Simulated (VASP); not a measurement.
# LaNb4O (P4/mmm) in VASP: a series of runs

Runs on LaNb4O. Level: PBE. Tasks: single point, relaxation of cell and atoms.

All numbers are computed with VASP 6.6.1; they aren't measurements. Logs are shortened: lines on timing, memory, paths and dates and some standing lists are left out, and cuts for length are marked.

## 1. The cell of the first run

Symmetry: P4/mmm, No. 123, tetragonal system. The conventional cell has a = 4.325 Å, b = 4.325 Å, c = 6.130 Å, α = 90.00°, β = 90.00°, γ = 90.00°. La (site symmetry 4/mmm) has 8 Nb at 2.63 Å within 3.5 Å. Within 3.5 Å of Nb (site symmetry 2mm) lie 2 La at 2.63 Å and 2 O at 2.67 Å and 6 Nb at 2.98 to 3.15 Å. O (site symmetry 4/mmm) has 8 Nb at 2.67 Å within 3.5 Å.

The cell was generated, and may not be a known phase.

## 2. Single point, PBE

The input, INCAR:

```
SYSTEM = LaNb4O
PREC = Accurate
ENCUT = 520
EDIFF = 1E-6
ISMEAR = 0
SIGMA = 0.1
LREAL = .FALSE.
LASPH = .TRUE.
NELM = 80
ALGO = Normal
ISIF = 2
LWAVE = .FALSE.
LCHARG = .FALSE.
GGA = PE
NBANDS = 44
```

The input, KPOINTS:

```
regular mesh
0
G
  4 4 4
  0 0 0
```

The input, POSCAR:

```
LaNb4O
1.0
    4.3254494200      0.0000000000      0.0000000000
    0.0000000000      4.3254494200      0.0000000000
    0.0000000000      0.0000000000      6.1302566000
La Nb O
1 4 1
Direct
    0.0000000000      0.0000000000      0.0000000000
    0.5000000000      0.0000000000      0.7565800000
    0.0000000000      0.5000000000      0.2434200000
    0.5000000000      0.0000000000      0.2434200000
    0.0000000000      0.5000000000      0.7565800000
    0.5000000000      0.5000000000      0.5000000000
```

Potentials or basis: VASP PAW PBE potentials, release 64 (La, Nb_sv, O).

Command:

```sh
> cat potpaw_PBE.64/La/POTCAR potpaw_PBE.64/Nb_sv/POTCAR potpaw_PBE.64/O/POTCAR > POTCAR
> mpirun -np 1 vasp_std > vasp.out
```

OUTCAR:

```text
SYSTEM = LaNb4O
   PREC = Accurate
   ENCUT = 520
   EDIFF = 1E-6
   ISMEAR = 0
   LREAL = .FALSE.
   LASPH = .TRUE.
   NELM = 80
   ISIF = 2
   GGA = PE

 ion  position               nearest neighbor table
   1  0.000  0.000  0.000-   2 2.63   3 2.63   4 2.63   5 2.63   3 2.63   5 2.63   2 2.63   4 2.63

   2  0.500  0.000  0.757-   1 2.63   1 2.63   4 2.98
   3  0.000  0.500  0.243-   1 2.63   1 2.63   5 2.98
   4  0.500  0.000  0.243-   1 2.63   1 2.63   2 2.98
   5  0.000  0.500  0.757-   1 2.63   1 2.63   3 2.98
   6  0.500  0.500  0.500-

  LATTYP: Found a simple tetragonal cell.
 ALAT       =     4.3254494200
 C/A-ratio  =     1.4172531001

  Lattice vectors:

 A1 = (   4.3254494200,   0.0000000000,   0.0000000000)
 A2 = (   0.0000000000,   4.3254494200,   0.0000000000)
 A3 = (   0.0000000000,   0.0000000000,   6.1302566000)

Analysis of symmetry for initial positions (statically):
=====================================================================
 Subroutine PRICEL returns:
 Original cell was already a primitive cell.

 Routine SETGRP: Setting up the symmetry group for a
 simple tetragonal supercell.

 Subroutine GETGRP returns: Found 16 space group operations
 (whereof 16 operations were pure point group operations)
 out of a pool of 16 trial point group operations.

The static configuration has the point symmetry D_4h.

Analysis of symmetry for dynamics (positions and initial velocities):
=====================================================================
 Subroutine PRICEL returns:
 Original cell was already a primitive cell.

 Routine SETGRP: Setting up the symmetry group for a
 simple tetragonal supercell.

 Subroutine GETGRP returns: Found 16 space group operations
 (whereof 16 operations were pure point group operations)
 out of a pool of 16 trial point group operations.

The dynamic configuration has the point symmetry D_4h.

 Subroutine INISYM returns: Found 16 space group operations
 (whereof 16 operations are pure point group operations),
 and found     1 'primitive' translations

----------------------------------------------------------------------------------------

                                     Primitive cell

  volume of cell :     114.6941

  direct lattice vectors                    reciprocal lattice vectors
     4.325449420  0.000000000  0.000000000     0.231189849  0.000000000  0.000000000
     0.000000000  4.325449420  0.000000000     0.000000000  0.231189849  0.000000000
     0.000000000  0.000000000  6.130256600     0.000000000  0.000000000  0.163125309

  length of vectors
     4.325449420  4.325449420  6.130256600     0.231189849  0.231189849  0.163125309

  position of ions in fractional coordinates (direct lattice)
     0.000000000  0.000000000  0.000000000
     0.500000000  0.000000000  0.756580000
     0.000000000  0.500000000  0.243420000
     0.500000000  0.000000000  0.243420000
     0.000000000  0.500000000  0.756580000
     0.500000000  0.500000000  0.500000000

  ion indices of the primitive-cell ions
   primitive index   ion index
                 1           1
                 2           2
                 3           3
                 4           4
                 5           5
                 6           6

----------------------------------------------------------------------------------------

 KPOINTS: regular mesh

Automatic generation of k-mesh.
 Grid dimensions read from file:
 generate k-points for:    4    4    4

 Generating k-lattice:

  Cartesian coordinates                     Fractional coordinates (reciprocal lattice)
     0.057797462  0.000000000  0.000000000     0.250000000  0.000000000  0.000000000
     0.000000000  0.057797462  0.000000000     0.000000000  0.250000000  0.000000000
     0.000000000  0.000000000  0.040781327     0.000000000  0.000000000  0.250000000

  Length of vectors
     0.057797462  0.057797462  0.040781327

  Shift w.r.t. Gamma in fractional coordinates (k-lattice)
     0.000000000  0.000000000  0.000000000

 Subroutine IBZKPT returns following result:
 ===========================================

 Found     18 irreducible k-points:

 Following reciprocal coordinates:
            Coordinates               Weight
  0.000000  0.000000  0.000000      1.000000
  0.250000  0.000000  0.000000      4.000000
  0.500000  0.000000  0.000000      2.000000
  0.250000  0.250000  0.000000      4.000000
  0.500000  0.250000  0.000000      4.000000
  0.500000  0.500000  0.000000      1.000000
[... 10 lines left out ...]
  0.500000  0.250000  0.500000      4.000000
  0.500000  0.500000  0.500000      1.000000
   k-points           NKPTS =     18   k-points in BZ     NKDIM =     18   number of bands    NBANDS=     44
   number of dos      NEDOS =    301   number of ions     NIONS =      6
   total plane-waves  NPLWV =  49152
   dimension x,y,z NGX =    32 NGY =   32 NGZ =   48
   dimension x,y,z NGXF=    64 NGYF=   64 NGZF=   96
   ions per type =               1   4   1
   NGX,Y,Z   is equivalent  to a cutoff of  12.30, 12.30, 13.02 a.u.
   NGXF,Y,Z  is equivalent  to a cutoff of  24.60, 24.60, 26.03 a.u.
 SYSTEM =  LaNb4O
   PREC   = accura    normal or accurate (medium, high low for compatibility)
   ISTART =      0    job   : 0-new  1-cont  2-samecut
   ICHARG =      2    charge: 1-file 2-atom 10-const
   ISPIN  =      1    spin polarized calculation?
   LNONCOLLINEAR =      F non collinear calculations
   LSORBIT =      F    spin-orbit coupling
   LASPH  =      T    aspherical Exc in radial PAW
   ENCUT  =  520.0 eV  38.22 Ry    6.18 a.u.   8.04  8.04 11.40*2*pi/ulx,y,z
   NELM   =     80;   NELMIN=  2; NELMDL= -5     # of ELM steps
   EDIFF  = 0.1E-05   stopping-criterion for ELM
   LREAL  =      F    real-space projection
   EDIFFG = 0.1E-04   stopping-criterion for IOM
   NSW    =      0    number of steps for IOM
   IBRION =     -1    ionic relax: 0-MD 1-quasi-New 2-CG
   NFREE  =      0    steps in history (QN), initial steepest desc. (CG)
   ISIF   =      2    stress and relaxation
   ISYM   =      2    0-nonsym 1-usesym 2-fastsym
   POTIM  = 0.5000    time-step for ionic-motion
   TEBEG  =    0.0;   TEEND  =   0.0 temperature during run
   PSTRESS=    0.0 pullay stress
   NELECT =      69.0000    total number of electrons
   NUPDOWN=      -1.0000    fix difference up-down
   EMIN   =  10.00;   EMAX   =-10.00  energy-range for DOS
   EFERMI =   0.00;   METHOD = LEGACY
   ISMEAR =     0;   SIGMA  =   0.10  broadening in eV -4-tet -1-fermi 0-gaus
   EFERMI_NEDOS =   21; number of points for ismear=-14 and -15
   IALGO  =     38    algorithm
   IMIX   =      4    mixing-type and parameters
     AMIX     =   0.40;   BMIX     =  1.00
     AMIX_MAG =   1.60;   BMIX_MAG =  1.00
  volume/ion in A,a.u.               =      19.12       129.00
  Fermi-wavevector in a.u.,A,eV,Ry     =   1.382009  2.611618 25.986426  1.909948
  Thomas-Fermi vector in A             =   2.506740
   LORBIT       =      0    0 simple, 1 ext, 2 COOP (PROOUT), +10 PAW based schemes
   GGA     = PE    functional components
   LHFCALC =     F    Hartree Fock is set to
   AEXX    =    0.0000 exact exchange contribution
   IVDW    =     0    specifies the selected vdW correction
   LEPSILON=     F    determine dielectric tensor
   LRPA    =     F    only Hartree local field effects (RPA)
 non-spin polarized calculation
 Gauss-broadening in eV      SIGMA  =   0.10
  energy-cutoff  :      520.00
  volume of cell :      114.69
 maximum number of plane-waves:      3144
   NGX = 17   NGY = 17   NGZ = 23

 number of electron      68.9999994 magnetization

 Free energy of the ion-electron system (eV)
  ---------------------------------------------------
  ext. energy  EPLUGINS =         0.00000000
  ---------------------------------------------------
  free energy    TOTEN  =       -44.19793031 eV

  energy without entropy =      -44.14513121  energy(sigma->0) =      -44.17153076

 E-fermi :  10.0730     XC(G=0): -11.5007

 val. band max:       10.0702817874   @ k =   0.2500   0.2500   0.0000
 cond. band min:      10.0819172848   @ k =   0.0000   0.0000   0.2500
 fundamental gap:      0.0116354974
 Fermi energy:        10.0730137183

 k-point     1 :       0.0000    0.0000    0.0000
  band No.  band energies     occupation
      1     -45.1703      2.00000
      2     -45.1145      2.00000
      3     -45.0650      2.00000
      4     -45.0149      2.00000
      5     -22.3578      2.00000
      6     -21.5383      2.00000
[... 36 lines left out ...]
     43      12.2802      0.00000
     44      14.1385      0.00000

 k-point     2 :       0.2500    0.0000    0.0000
  band No.  band energies     occupation
      1     -45.1547      2.00000
      2     -45.0996      2.00000
      3     -45.0802      2.00000
      4     -45.0292      2.00000
      5     -22.4242      2.00000
      6     -21.5255      2.00000
[... 36 lines left out ...]
     43      12.5785      0.00000
     44      12.6963      0.00000

 k-point     3 :       0.5000    0.0000    0.0000
  band No.  band energies     occupation
      1     -45.1176      2.00000
      2     -45.1168      2.00000
      3     -45.0646      2.00000
      4     -45.0638      2.00000
      5     -22.4884      2.00000
      6     -21.5506      2.00000
[... 36 lines left out ...]
     43      11.4283      0.00000
     44      11.7124      0.00000

 k-point     4 :       0.2500    0.2500    0.0000
  band No.  band energies     occupation
      1     -45.1434      2.00000
      2     -45.0907      2.00000
      3     -45.0890      2.00000
      4     -45.0392      2.00000
      5     -22.5413      2.00000
      6     -21.5787      2.00000
[... 600 lines left out ...]
     43      11.4953      0.00000
     44      11.6550      0.00000

 k-point    17 :       0.5000    0.2500    0.5000
  band No.  band energies     occupation
      1     -45.1004      2.00000
      2     -45.1001      2.00000
      3     -45.0806      2.00000
      4     -45.0802      2.00000
      5     -22.6282      2.00000
      6     -21.5220      2.00000
[... 36 lines left out ...]
     43      11.9217      0.00000
     44      12.0221      0.00000

 k-point    18 :       0.5000    0.5000    0.5000
  band No.  band energies     occupation
      1     -45.0998      2.00000
      2     -45.0998      2.00000
      3     -45.0799      2.00000
      4     -45.0799      2.00000
      5     -22.7720      2.00000
      6     -21.6285      2.00000
[... 36 lines left out ...]
     43      11.8692      0.00000
     44      12.1309      0.00000

------------------------ aborting loop because EDIFF is reached ----------------------------------------

  FORCE on cell =-STRESS in cart. coord.  units (eV):
  Direction    XX          YY          ZZ          XY          YZ          ZX
  --------------------------------------------------------------------------------------
  -------------------------------------------------------------------------------------
  Total       -0.4354443     -0.4354443     -1.7838975      0.0000000     -0.0000000      0.0000000
  in kB       -6.0827800     -6.0827800    -24.9195017      0.0000000     -0.0000000      0.0000000
  external PRESSURE =     -12.3616872 kB  Pullay stress =       0.0000000 kB

 VOLUME and BASIS-vectors are now :
 -----------------------------------------------------------------------------
  energy-cutoff  :      520.00
  volume of cell :      114.69
      direct lattice vectors                 reciprocal lattice vectors
     4.325449420  0.000000000  0.000000000     0.231189849  0.000000000  0.000000000
     0.000000000  4.325449420  0.000000000     0.000000000  0.231189849  0.000000000
     0.000000000  0.000000000  6.130256600     0.000000000  0.000000000  0.163125309

 POSITION                                       TOTAL-FORCE (eV/Angst)
 -----------------------------------------------------------------------------------
      0.00000      0.00000      0.00000         0.000000      0.000000      0.000000
      2.16272      0.00000      4.63803         0.000000      0.000000     -1.459196
      0.00000      2.16272      1.49223        -0.000000     -0.000000      1.459196
      2.16272      0.00000      1.49223        -0.000000      0.000000      1.459196
      0.00000      2.16272      4.63803        -0.000000     -0.000000     -1.459196
      2.16272      2.16272      3.06513         0.000000      0.000000      0.000000
 -----------------------------------------------------------------------------------
    total drift:                                0.000000      0.000000      0.000000

  FREE ENERGIE OF THE ION-ELECTRON SYSTEM (eV)
  ---------------------------------------------------
  free  energy   TOTEN  =       -44.1979303061 eV

  energy  without entropy=      -44.1451312068  energy(sigma->0) =      -44.17153076
```

It took 51 s on 1 thread of Intel Xeon 6975P-C (Granite Rapids), shared host; peak memory 0.27 GiB.

What came out:

```
Free energy            : -44.1979 eV
Pressure               : -1.2 GPa
Largest force          : 1.459 eV/Å
Band gap on the k mesh : zero (an odd number of electrons rules out a gap without spin polarisation)
```

Forces on the atoms (eV/Å):
```
La   0.000  0.000  0.000
Nb   0.000  0.000 -1.459
Nb   0.000  0.000  1.459
Nb   0.000  0.000  1.459
Nb   0.000  0.000 -1.459
O    0.000  0.000  0.000
```

Stress tensor (GPa, compression positive):
```
-0.61  0.00  0.00
 0.00 -0.61  0.00
 0.00  0.00 -2.49
```

Levels at points of the mesh, in eV from the Fermi level:
```
           k point  band 30  band 31  band 32  band 33  band 34  band 35  band 36  band 37  band 38  band 39
(0.00, 0.00, 0.00)    -2.45    -0.72    -0.72    -0.07     0.19     0.19     0.45     0.60     0.60     1.63
(0.50, 0.00, 0.00)    -1.71    -1.42    -1.11    -0.55    -0.31    -0.04     0.07     0.70     0.73     1.10
(0.50, 0.50, 0.00)    -2.47    -1.42    -0.08    -0.08     0.05     0.19     0.19     0.52     0.52     0.71
(0.00, 0.00, 0.50)    -1.80    -1.74    -0.97    -0.97    -0.19    -0.19    -0.07     0.11     0.65     1.63
(0.50, 0.00, 0.50)    -1.73    -1.50    -0.99    -0.62    -0.52    -0.51    -0.39     0.19     0.33     0.36
(0.50, 0.50, 0.50)    -2.08    -1.30    -1.15    -0.50    -0.50    -0.16     0.02     0.02     0.77     1.68
```

Caveat: the k points lie up to 0.36 Å⁻¹ apart, too coarse for converged energies and pressures of a metal; spin-orbit coupling is left out, which moves the levels of the heavy elements; forces of over 1 eV/Å act on the atoms, so gaps and moduli don't describe the material at rest.

## 3. Single point, PBE

This run uses another cell than the first one, of 20.63 Å³/atom.

The input, INCAR:

```
SYSTEM = LaNb4O
PREC = Accurate
ENCUT = 520
EDIFF = 1E-6
ISMEAR = 0
SIGMA = 0.1
LREAL = .False.
LASPH = .True.
NELM = 100
ALGO = Normal
ISIF = 2
LWAVE = .False.
LCHARG = .True.
GGA = PE
LELF = .True.
LVHAR = .True.
NBANDS = 44
```

The input, KPOINTS:

```
regular mesh
0
Gamma
  4 4 4
  0 0 0
```

The input, POSCAR:

```
LaNb4O
1.0
    3.9501645300      0.0000000000      0.0000000000
    0.0000000000      3.9501645300      0.0000000000
    0.0000000000      0.0000000000      7.9344134882
La Nb O
1 4 1
Direct
    0.0000000000      0.0000000000      0.0000000000
    0.5000000000      0.0000000000      0.6659111873
    0.0000000000      0.5000000000      0.3340888127
    0.5000000000      0.0000000000      0.3340888127
    0.0000000000      0.5000000000      0.6659111873
    0.5000000000      0.5000000000      0.5000000000
```

Potentials or basis: VASP PAW PBE potentials, release 64 (La, Nb_sv, O).

Command:

```sh
> cat potpaw_PBE.64/La/POTCAR potpaw_PBE.64/Nb_sv/POTCAR potpaw_PBE.64/O/POTCAR > POTCAR
> mpirun -np 1 vasp_std > vasp.out
```

Run time: 61 s. Hardware: 1 thread of Intel Xeon 6975P-C (Granite Rapids), shared host; peak memory 0.28 GiB.

It converged, with:

```yaml
Free_energy: -49.4155 eV
Pressure: -0.2 GPa
Largest_force: 0.005 eV/Å
Band_gap_on_the_k_mesh: zero (an odd number of electrons rules out a gap without spin polarisation)
```

Forces in eV/Å, atoms in the order of the input:
```
La   0.000  0.000  0.000
Nb   0.000  0.000 -0.005
Nb   0.000  0.000  0.005
Nb   0.000  0.000  0.005
Nb   0.000  0.000 -0.005
O    0.000  0.000  0.000
```

Levels at points of the mesh, in eV from the Fermi level:
```tsv
k point	band 31	band 32	band 33	band 34	band 35	band 36	band 37	band 38	band 39	band 40
(0.00, 0.00, 0.00)	-1.48	-0.44	-0.44	-0.43	-0.43	0.05	0.87	1.35	1.49	1.77
(0.50, 0.00, 0.00)	-1.06	-0.82	-0.20	-0.19	-0.02	0.22	0.94	1.04	1.27	1.27
(0.50, 0.50, 0.00)	-0.99	-0.54	-0.54	-0.11	-0.06	-0.06	-0.05	1.05	1.69	1.70
(0.00, 0.00, 0.50)	-1.58	-0.93	-0.93	-0.63	-0.48	0.28	0.28	0.85	2.21	2.26
(0.50, 0.00, 0.50)	-0.96	-0.70	-0.59	-0.41	-0.04	0.06	0.24	1.02	1.11	1.42
(0.50, 0.50, 0.50)	-1.79	-1.59	-1.46	-1.46	1.44	1.50	1.50	1.78	1.78	1.79
```

Caveat: the k points lie up to 0.40 Å⁻¹ apart, too coarse for converged energies and pressures of a metal; spin-orbit coupling is left out, which moves the levels of the heavy elements.

(Continued in part 2 of 2.)

The gap in the log of VASP goes by the Fermi energy; the results here count the filled bands.